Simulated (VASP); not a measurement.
# InSb: relaxation of the atoms with PBE

Crystal: InSb.

```
CELL_PARAMETERS angstrom
0.00000 3.30263 3.30263
3.30263 0.00000 3.30263
3.30263 3.30263 0.00000
ATOMIC_POSITIONS crystal
In 0.00000 0.00000 0.00000
Sb 0.75000 0.75000 0.75000
```

```yaml
Program: VASP 6.6.1
Task: relaxation of the atoms
Functional: PBE
Potentials_or_basis: VASP PAW PBE potentials, release 64 (In_d, Sb)
Cutoff: 520 eV
k_mesh: 12 × 12 × 12
Occupations: fermi-dirac, width 0.05 eV
Spin: no spin polarisation
Dipole_correction: no
Further_INCAR_settings: ALGO = Normal; EDIFF = 1e-07; IBRION = 2; EDIFFG = -0.02; NSW = 80
```

The pressure after relaxing is 0.5 GPa. The band gap on the k mesh is zero (filled and empty bands touch).

Final structure:
```
CELL_PARAMETERS angstrom
0.00000 3.30263 3.30263
3.30263 0.00000 3.30263
3.30263 3.30263 0.00000
ATOMIC_POSITIONS crystal
In 0.00000 0.00000 0.00000
Sb 0.75000 0.75000 0.75000
```

Levels at points of the mesh, in eV from the Fermi level:
```csv
k point,band 7,band 8,band 9,band 10,band 11,band 12
"(0.00, 0.00, 0.00)",-0.61,-0.10,-0.10,-0.10,2.87,2.87
"(0.50, 0.00, 0.00)",-5.46,-1.02,-1.02,0.34,3.70,3.70
"(0.50, 0.50, 0.00)",-5.77,-2.17,-2.17,1.26,1.35,7.71
```

Wall time 64 s on 1 thread of Intel(R) Xeon(R) Platinum 8259CL CPU @ 2.50GHz (Skylake/Cascade Lake), with other jobs on the host, peak memory 0.25 GiB.

Caveat: the relaxation stopped at its first step, so nothing moved; semilocal functionals underestimate gaps, and a narrow one can read as zero; spin-orbit coupling is left out, which moves the levels of the heavy elements.
